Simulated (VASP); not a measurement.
# TiC (Fm-3m) in VASP: further runs, part 2 of 2

VASP 6.6.1.

**3. Single point, PBEsol (10.24 Å³/atom)**

This run uses another cell than the first one, of 10.24 Å³/atom.

Contents of INCAR:

```
SYSTEM = TiC
PREC = Accurate
ENCUT = 520
EDIFF = 1E-6
ISMEAR = -1
SIGMA = 0.03
LREAL = .FALSE.
LASPH = .TRUE.
NELM = 80
ALGO = Normal
ISIF = 2
LWAVE = .FALSE.
LCHARG = .TRUE.
GGA = PS
LELF = .TRUE.
LVHAR = .TRUE.
NBANDS = 15
```

Contents of KPOINTS:

```
Automatic mesh
0
G
  16 16 16
  0 0 0
```

Contents of POSCAR:

```
TiC
1.0
    0.0000000000      2.1711894216      2.1711894216
    2.1711894216      0.0000000000      2.1711894216
    2.1711894216      2.1711894216      0.0000000000
Ti C
1 1
Direct
    0.0000000000      0.0000000000      0.0000000000
    0.5000000000      0.5000000000      0.5000000000
```

Potentials or basis: VASP PAW PBE potentials, release 64 (Ti_sv, C).

Launch:

```
cat potpaw_PBE.64/Ti_sv/POTCAR potpaw_PBE.64/C/POTCAR > POTCAR
mpirun -np 1 vasp_std > vasp.out
```

OUTCAR:

```text
SYSTEM = TiC
   PREC = Accurate
   ENCUT = 520
   EDIFF = 1E-6
   ISMEAR = -1
   LREAL = .FALSE.
   LASPH = .TRUE.
   NELM = 80
   ISIF = 2
   GGA = PS

 ion  position               nearest neighbor table
   1  0.000  0.000  0.000-   2 2.17   2 2.17   2 2.17   2 2.17   2 2.17   2 2.17
   2  0.500  0.500  0.500-   1 2.17   1 2.17   1 2.17   1 2.17   1 2.17   1 2.17

  LATTYP: Found a face centered cubic cell.
 ALAT       =     4.3423788432

  Lattice vectors:

 A1 = (   0.0000000000,   2.1711894216,   2.1711894216)
 A2 = (   2.1711894216,   0.0000000000,   2.1711894216)
 A3 = (   2.1711894216,   2.1711894216,   0.0000000000)

Analysis of symmetry for initial positions (statically):
=====================================================================
 Subroutine PRICEL returns:
 Original cell was already a primitive cell.

 Routine SETGRP: Setting up the symmetry group for a
 face centered cubic supercell.

 Subroutine GETGRP returns: Found 48 space group operations
 (whereof 48 operations were pure point group operations)
 out of a pool of 48 trial point group operations.

The static configuration has the point symmetry O_h .

Analysis of symmetry for dynamics (positions and initial velocities):
[... 164 lines left out ...]

 k-point     1 :       0.0000    0.0000    0.0000
  band No.  band energies     occupation
      1     -47.1384      2.00000
      2     -23.2689      2.00000
      3     -23.2689      2.00000
      4     -23.2689      2.00000
      5      -3.1199      2.00000
      6       9.8742      0.00000
      7       9.8742      0.00000
      8       9.8742      0.00000
      9      10.9065      0.00000
     10      10.9065      0.00000
     11      10.9065      0.00000
     12      10.9232      0.00000
     13      10.9232      0.00000
     14      19.5769      0.00000
[... 401 lines left out ...]
      2     -23.3153      2.00000
      3     -23.2818      2.00000
      4     -23.2701      2.00000
      5      -2.8871      2.00000
      6       8.9936      1.99786
      7       9.1699      1.44690
      8       9.1954      1.05678
      9       9.9848      0.00000
     10      10.5768      0.00000
     11      11.4808      0.00000
     12      12.0335      0.00000
     13      12.8975      0.00000
     14      19.9844      0.00000
     15      23.1870      0.00000

 [... further k-points ...]
[... 5 lines left out ...]
  --------------------------------------------------------------------------------------
  -------------------------------------------------------------------------------------
  Total       -1.0582468     -1.0582468     -1.0582468      0.0000000      0.0000000     -0.0000000
  in kB      -82.8274716    -82.8274716    -82.8274716      0.0000000      0.0000000     -0.0000000
  external PRESSURE =     -82.8274716 kB  Pullay stress =       0.0000000 kB

 VOLUME and BASIS-vectors are now :
 -----------------------------------------------------------------------------
  energy-cutoff  :      520.00
  volume of cell :       20.47
      direct lattice vectors                 reciprocal lattice vectors
     0.000000000  2.171189422  2.171189422    -0.230288521  0.230288521  0.230288521
     2.171189422  0.000000000  2.171189422     0.230288521 -0.230288521  0.230288521
     2.171189422  2.171189422  0.000000000     0.230288521  0.230288521 -0.230288521

 POSITION                                       TOTAL-FORCE (eV/Angst)
 -----------------------------------------------------------------------------------
      0.00000      0.00000      0.00000         0.000000     -0.000000     -0.000000
      2.17119      2.17119      2.17119        -0.000000      0.000000      0.000000
 -----------------------------------------------------------------------------------
    total drift:                                0.000000     -0.000000     -0.000000

  FREE ENERGIE OF THE ION-ELECTRON SYSTEM (eV)
  ---------------------------------------------------
  free  energy   TOTEN  =       -19.7846151549 eV

  energy  without entropy=      -19.7832777628  energy(sigma->0) =      -19.78394646
```

Run time: 42 s. Hardware: 1 thread of Intel Xeon 8259CL, shared host; peak memory 0.17 GiB.

Results:

- Free energy: -19.7846 eV
- Pressure: -8.3 GPa
- Band gap on the k mesh: zero (bands 8 and 9 overlap by 1.07 eV)

Caveat: the cell stands under tension; the PAW data sets were made with another functional, which shifts forces and pressure a little.

**4. Single point, PBEsol (10.44 Å³/atom)**

This run uses another cell than the first one, of 10.44 Å³/atom.

Contents of INCAR:

```
SYSTEM = TiC
ALGO = Normal
EDIFF = 1E-7
ENCUT = 520
GGA = PS
ISIF = 2
ISMEAR = -1
LASPH = .True.
LCHARG = .True.
LELF = .True.
LREAL = .False.
LVHAR = .True.
LWAVE = .False.
NBANDS = 15
NELM = 80
PREC = Accurate
SIGMA = 0.03
```

Contents of KPOINTS:

```
k-points
0
Gamma
  16 16 16
  0 0 0
```

Contents of POSCAR:

```
TiC
1.0
    0.0000000000      2.1854271361      2.1854271361
    2.1854271361      0.0000000000      2.1854271361
    2.1854271361      2.1854271361      0.0000000000
Ti C
1 1
Direct
    0.0000000000      0.0000000000      0.0000000000
    0.5000000000      0.5000000000      0.5000000000
```

Launch:

```
cat potpaw_PBE.64/Ti_sv/POTCAR potpaw_PBE.64/C/POTCAR > POTCAR
mpirun -np 1 vasp_std > vasp.out
```

Run time: 52 s. Hardware: 1 thread of Intel Xeon 8259CL, shared host; peak memory 0.17 GiB.

Results (log left out):

```
Free energy            : -19.7583 eV
Pressure               : -12.6 GPa
Band gap on the k mesh : zero (bands 8 and 9 overlap by 1.05 eV)
```

Levels at points of the mesh, in eV from the Fermi level:
| k point | band 5 | band 6 | band 7 | band 8 | band 9 | band 10 | band 11 | band 12 |
| --- | --- | --- | --- | --- | --- | --- | --- | --- |
| (0.00, 0.00, 0.00) | -12.23 | 0.67 | 0.67 | 0.67 | 1.68 | 1.68 | 1.68 | 1.68 |
| (0.50, 0.00, 0.00) | -8.83 | -5.74 | -2.80 | -2.80 | 2.83 | 2.83 | 3.97 | 7.97 |
| (0.50, 0.50, 0.00) | -9.94 | -3.41 | -1.58 | -0.03 | -0.03 | 2.65 | 3.40 | 3.40 |

Caveat: the cell stands under tension; the PAW data sets were made with another functional, which shifts forces and pressure a little.

**5. Single point, PBEsol (10.54 Å³/atom)**

This run uses another cell than the first one, of 10.54 Å³/atom.

Contents of INCAR:

```
PREC = Accurate ; ENCUT = 520
EDIFF = 1E-6 ; ISMEAR = -1
SIGMA = 0.03 ; LREAL = F
LASPH = T ; NELM = 60
ALGO = Normal ; ISIF = 2
LWAVE = F ; LCHARG = F
GGA = PS ; NBANDS = 15
```

Contents of KPOINTS:

```
Automatic mesh
0
Gamma
  16 16 16
```

Contents of POSCAR:

```
TiC
1.0
    0.0000000000      2.1924769499      2.1924769499
    2.1924769499      0.0000000000      2.1924769499
    2.1924769499      2.1924769499      0.0000000000
Ti C
1 1
Direct
    0.0000000000      0.0000000000      0.0000000000
    0.5000000000      0.5000000000      0.5000000000
```

Launch:

```
cat potpaw_PBE.64/Ti_sv/POTCAR potpaw_PBE.64/C/POTCAR > POTCAR
mpirun -np 1 vasp_std > vasp.out
```

Wall time 48 s (1 thread of Intel Xeon 8259CL, shared host); peak memory 0.17 GiB.

It converged, with:

* Free energy: -19.7412 eV
* Pressure: -14.7 GPa
* Band gap on the k mesh: zero (bands 8 and 9 overlap by 1.05 eV)

Levels at points of the mesh, in eV from the Fermi level:
| k point | band 4 | band 5 | band 6 | band 7 | band 8 | band 9 | band 10 | band 11 | band 12 | band 13 |
| --- | --- | --- | --- | --- | --- | --- | --- | --- | --- | --- |
| (0.00, 0.00, 0.00) | -32.57 | -12.18 | 0.66 | 0.66 | 0.66 | 1.66 | 1.66 | 1.67 | 1.67 | 1.67 |
| (0.50, 0.00, 0.00) | -32.61 | -8.83 | -5.69 | -2.77 | -2.77 | 2.79 | 2.79 | 3.91 | 7.88 | 7.88 |
| (0.50, 0.50, 0.00) | -32.72 | -9.90 | -3.40 | -1.55 | -0.04 | -0.04 | 2.61 | 3.36 | 3.36 | 5.53 |

Caveat: the cell stands under tension; the PAW data sets were made with another functional, which shifts forces and pressure a little.

**6. Overview**

| cell | gap on the mesh (eV) | pressure (GPa) |
| --- | --- | --- |
| a = 3.081 Å, angles 60.0°, 2 atoms | none | -10.6 |
| a = 3.071 Å, angles 60.0°, 2 atoms | none | -8.3 |
| a = 3.091 Å, angles 60.0°, 2 atoms | none | -12.6 |
| a = 3.101 Å, angles 60.0°, 2 atoms | none | -14.7 |

Alike in all rows: task single point; level PBEsol; potentials or basis VASP PAW PBE potentials, release 64 (Ti_sv, C); no spin polarisation; k mesh 16 × 16 × 16; cutoff (eV) 520; smearing fermi-dirac 0.03 eV.

Caveats: the cell stands under tension; the PAW data sets were made with another functional, which shifts forces and pressure a little.

Total energies depend on the potentials used, so only differences within one code and one set of settings carry meaning.
